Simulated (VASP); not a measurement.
## Hf: single point with PBEsol

System: Hf, a slab with vacuum.

```
Hf
1.0
     3.15892    0.00000    0.00000
     0.00000    4.99859    0.00000
     0.00000    0.00000   19.64760
Hf
4
Direct
  0.00000 0.75000 0.41516
  0.50000 0.25000 0.45680
  0.50000 0.75000 0.54320
  0.00000 0.25000 0.58484
```

| Quantity | Value |
| --- | --- |
| Program | VASP 6.6.1 |
| Task | single point |
| Functional | PBEsol |
| Potentials or basis | VASP PAW PBE potentials, release 64 (Hf_pv) |
| Cutoff | 520 eV |
| k mesh | 10 × 7 × 1 |
| Occupations | fermi-dirac, width 0.05 eV |
| Spin | no spin polarisation |
| Dipole correction | yes |
| Electric field (eV/Å) | -0.2 eV/Å |
| Further INCAR settings | ALGO = Normal; EDIFF = 1e-06; NBANDS = 28; EFIELD = -0.2 |

| Quantity | Value |
| --- | --- |
| Largest force | 0.067 eV/Å |
| Band gap on the k mesh | zero (bands 20 and 21 overlap by 0.64 eV) |

Forces in eV/Å, atoms in the order of the input:
```
Hf   0.000  0.000  0.063
Hf   0.000  0.000  0.009
Hf   0.000  0.000 -0.067
Hf   0.000  0.000 -0.005
```

Levels at points of the mesh, in eV from the Fermi level:
```tsv
k point	band 18	band 19	band 20	band 21	band 22	band 23
(0.00, 0.00, 0.00)	-0.37	-0.24	0.51	0.82	0.93	1.04
(0.50, 0.00, 0.00)	-1.32	-1.23	-0.65	0.16	0.46	0.79
```

Run time: 5.2 min on 1 thread of AMD EPYC 9R45 96-Core Processor (Zen 5) (shared host), peak memory 0.41 GiB.

Caveat: the PAW data sets were made with another functional, which shifts forces and pressure a little; spin-orbit coupling is left out, which moves the levels of the heavy elements.
